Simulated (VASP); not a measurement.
Input of a VASP 6.6.1 run:

File INCAR:

```
PREC = Accurate
ENCUT = 500
EDIFF = 1E-6
ISMEAR = -1
SIGMA = 0.05
LREAL = F
LASPH = T
NELM = 120
ALGO = Normal
ISIF = 2
LWAVE = F
LCHARG = F
GGA = PE
NBANDS = 19
GGA_COMPAT = F
```

The input KPOINTS:

```
regular mesh
0
Gamma
  9 9 5
```

File POSCAR:

```
Zn
1.0
    2.7768000000      0.0000000000      0.0000000000
   -1.3884000000      2.4047793412      0.0000000000
    0.0000000000      0.0000000000      4.9660000000
Zn
2
Direct
    0.6666666667      0.3333333333      0.7500000000
    0.3333333333      0.6666666667      0.2500000000
```

Potentials or basis: VASP PAW PBE potentials, release 64 (Zn).

The run is started by

```sh
$ cat potpaw_PBE.64/Zn/POTCAR > POTCAR
$ mpirun -np 1 vasp_std > vasp.out
```

(1) What does it give for the pressure?

(2) Predict the band gap on the k mesh.

Answers

(1) -5.1 GPa.

(2) zero (band 12 reaches 3.10 eV, above the bottom of band 13 at -0.15 eV).
